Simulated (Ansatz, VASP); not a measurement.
One calculation of Pd, two programs

Contents of INCAR:

```
ALGO = Normal
EDIFF = 1E-6
ENCUT = 520
GGA = PS
ISIF = 2
ISMEAR = -1
LASPH = T
LCHARG = T
LELF = T
LREAL = F
LVHAR = T
LWAVE = F
NBANDS = 11
NELM = 80
PREC = Accurate
SIGMA = 0.1
```

File KPOINTS:

```
k-points
0
Gamma
  23 23 23
```

Contents of POSCAR:

```
Pd
1.0
    0.0000000000      1.9131572670      1.9131572670
    1.9131572670      0.0000000000      1.9131572670
    1.9131572670      1.9131572670      0.0000000000
Pd
1
Direct
    0.0000000000      0.0000000000      0.0000000000
```

Input for Ansatz:

```yaml
crystal:
  lattice:
    - [0.0, 1.9131572675, 1.9131572675]
    - [1.9131572675, 0.0, 1.9131572675]
    - [1.9131572675, 1.9131572675, 0.0]
  atoms:
    - { symbol: Pd, position: [0.0, 0.0, 0.0] }
hamiltonian:
  xc: pbesol
  pseudopotentials:
    kind: paw
    azcp:
      Pd: "pseudopotentials/Pd.paw.azcp"
basis:
  ecutwfc: 420
  fft_grid_basis: typed
kpoints:
  mp_grid: { grid: [23, 23, 23], shift: [0, 0, 0] }
magnetization:
  spin_polarized: false
scf:
  occupations: { method: fermi_dirac, width: 0.1 }
output:
  stress: true
```

Alike in both runs: task single point; functional PBEsol; k mesh 23 × 23 × 23; occupations fermi-dirac, width 0.1 eV; no spin polarisation.

```csv
,VASP,Ansatz
version,VASP 6.6.1,Ansatz 0.2.0
potentials or method,"VASP PAW PBE potentials, release 64 (Pd), cutoff 520 eV","plane waves (420 eV) with PAW, scalar-relativistic"
valence electrons in the cell,10,18
```

```tsv
	VASP	Ansatz	Ansatz less VASP
pressure (GPa)	8.6	9.0	+0.39
```

VASP's potentials were made for PBE, not for PBEsol, and Ansatz warns of the same on its side. VASP's potentials hold 10 valence electrons a cell and Ansatz's 18, so a difference there can come from the potentials and not from the codes.
